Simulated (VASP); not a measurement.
Runs of VASP 6.6.1 on LiH. The structure is that of space group F-43m (No. 216), or close to it. The cells are those of the table. 

```tsv
level	cell	gap on the mesh (eV)
r2SCAN	a = 3.003 Å, angles 60.0°, 2 atoms	4.83
PBE	a = 3.061 Å, angles 60.0°, 2 atoms	4.16
PBE	a = 2.969 Å, angles 60.0°, 2 atoms	(b)
PBE	a = 3.031 Å, angles 60.0°, 2 atoms	4.21
r2SCAN	a = 3.093 Å, angles 60.0°, 2 atoms	4.70
r2SCAN	a = 3.064 Å, angles 60.0°, 2 atoms	4.74
r2SCAN	a = 2.972 Å, angles 60.0°, 2 atoms	(a)
r2SCAN	a = 3.034 Å, angles 60.0°, 2 atoms	4.79
```

Alike in all rows: task single point; potentials or basis VASP PAW PBE potentials, release 64 (Li_sv, H); no spin polarisation; k mesh 8 × 8 × 8; cutoff (eV) 520; smearing gaussian 0.01 eV.

Task: Estimate the missing entries.

Result: (a) 4.88; (b) 4.30.

A k mesh can miss the band edges.
